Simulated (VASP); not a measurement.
Here is a VASP 6.6.1 calculation.

The input INCAR:

```
SYSTEM = B
ALGO = Normal
EDIFF = 1E-6
EDIFFG = -0.04
ENCUT = 600
GGA = PE
IBRION = 2
ISIF = 3
ISMEAR = 0
LASPH = .TRUE.
LCHARG = .FALSE.
LREAL = .FALSE.
LWAVE = .FALSE.
NELM = 60
NSW = 90
PREC = Accurate
SIGMA = 0.1
```

KPOINTS

```
k-points
0
G
  6 6 6
  0 0 0
```

File POSCAR:

```
B
1.0
    4.3438603400      0.0000000000      0.0000000000
   -2.1719301700      3.7618934100      0.0000000000
    0.0000000000      0.0000000000      2.5617633900
B
6
Direct
    0.6226509800      0.6226509800      0.1666666700
    0.3773490200      0.0000000000      0.5000000000
    0.0000000000      0.3773490200      0.8333333300
    0.0000000000      0.6226509800      0.3333333300
    0.3773490200      0.3773490200      0.6666666700
    0.6226509800      0.0000000000      0.0000000000
```

Potentials or basis: VASP PAW PBE potentials, release 64 (B).

Command:

```console
$ cat potpaw_PBE.64/B/POTCAR > POTCAR
$ mpirun -np 1 vasp_std > vasp.out
```

**Question.** Predict the space group after relaxing (to 0.1 Å).

**Answer.** P6_122 (No. 178).

**Question.** Predict the relaxed cell.

**Answer.** a = 5.042 Å, b = 5.042 Å, c = 1.891 Å, α = 90.00°, β = 90.00°, γ = 120.00°.

**Question.** What does it give for the relaxed volume?

**Answer.** 6.94 Å³/atom.

Final structure:
```cif
data_structure
_symmetry_space_group_name_H-M 'P 1'
_symmetry_Int_Tables_number 1
_cell_length_a 5.0421
_cell_length_b 5.0421
_cell_length_c 1.8915
_cell_angle_alpha 90.000
_cell_angle_beta 90.000
_cell_angle_gamma 120.000
_cell_volume 41.64
loop_
_atom_site_label
_atom_site_type_symbol
_atom_site_fract_x
_atom_site_fract_y
_atom_site_fract_z
_atom_site_occupancy
B1 B 0.65657 0.65657 0.16667 1
B2 B 0.34343 0.00000 0.50000 1
B3 B 0.00000 0.34343 0.83333 1
B4 B 0.00000 0.65657 0.33333 1
B5 B 0.34343 0.34343 0.66667 1
B6 B 0.65657 0.00000 0.00000 1
```

Caveat: the k points lie up to 0.55 Å⁻¹ apart in the final cell, too coarse for converged energies and pressures of a metal; a cell axis changed by over 15 % at a fixed basis, so the end point is rough.
